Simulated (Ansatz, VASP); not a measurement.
## One calculation of Ta4C3, two programs

```
Ta C
1.0
     4.31273    0.00000    0.00000
     0.00000    4.31273    0.00000
     0.00000    0.00000    4.31273
Ta C
4 3
Direct
  0.00000 0.50000 0.50000
  0.50000 0.00000 0.50000
  0.50000 0.50000 0.00000
  0.00000 0.00000 0.00000
  0.50000 0.00000 0.00000
  0.00000 0.50000 0.00000
  0.00000 0.00000 0.50000
```

Alike in both runs: task single point; functional PBEsol; k mesh 8 × 8 × 8; occupations gaussian, width 0.1 eV; no spin polarisation.

|  | VASP | Ansatz |
| --- | --- | --- |
| version | VASP 6.6.1 | Ansatz 0.2.0 |
| potentials or method | VASP PAW PBE potentials, release 64 (Ta_pv, C), cutoff 520 eV | scalar-relativistic, plane waves, PAW |
| valence electrons in the cell | 56 | 64 |

```tsv
	VASP	Ansatz	Ansatz less VASP
gap on the k mesh at the Fermi level (eV)	none	none	-
pressure (GPa)	22.8	21.9	-0.94
```

VASP's potentials were made for PBE, not for PBEsol. A gap of «none» marks a metal or a gap that the smearing closes. VASP's potentials hold 56 valence electrons a cell and Ansatz's 64, so a difference there can come from the potentials and not from the codes.

Neither program's run includes spin-orbit coupling.
